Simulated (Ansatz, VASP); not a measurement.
## Two plane-wave programs on SnO

```
Sn O
1.0
     3.00403    0.00000    0.00000
     0.00000    6.15996    0.00000
     0.00000    0.00000    4.21191
Sn O
2 2
Direct
  0.00000 0.23451 0.52699
  0.50000 0.76549 0.02699
  0.00000 0.88361 0.72301
  0.50000 0.11639 0.22301
```

Change from the starting cell: volume 19.485 Å^3 an atom, stretch along a over the lengths across it, relative to the relaxed cell 0.8336.

Alike in both runs: task single point; functional PBE; dispersion D3(BJ); k mesh 10 × 6 × 8; occupations gaussian, width 0.05 eV; no spin polarisation.

|  | VASP | Ansatz |
| --- | --- | --- |
| version | VASP 6.6.1 | Ansatz 0.2.0 |
| potentials or method | VASP PAW PBE potentials, release 64 (Sn_d, O), cutoff 520 eV | scalar-relativistic, plane waves, PAW |
| valence electrons in the cell | 40 | 40 |

```csv
,VASP,Ansatz,Ansatz less VASP
gap on the k mesh at the Fermi level (eV),1.53,1.54,+0.008
least direct gap on the mesh (eV),1.71,1.72,+0.009
pressure (GPa),0.7,0.5,-0.20
"traceless stress, the component that is largest in VASP (GPa)",12.07,11.99,-0.086
rms of the force components (eV/Å),0.386,0.398,+0.0117
```

Atom by atom the forces differ by 0.040 eV/Å (rms over components).
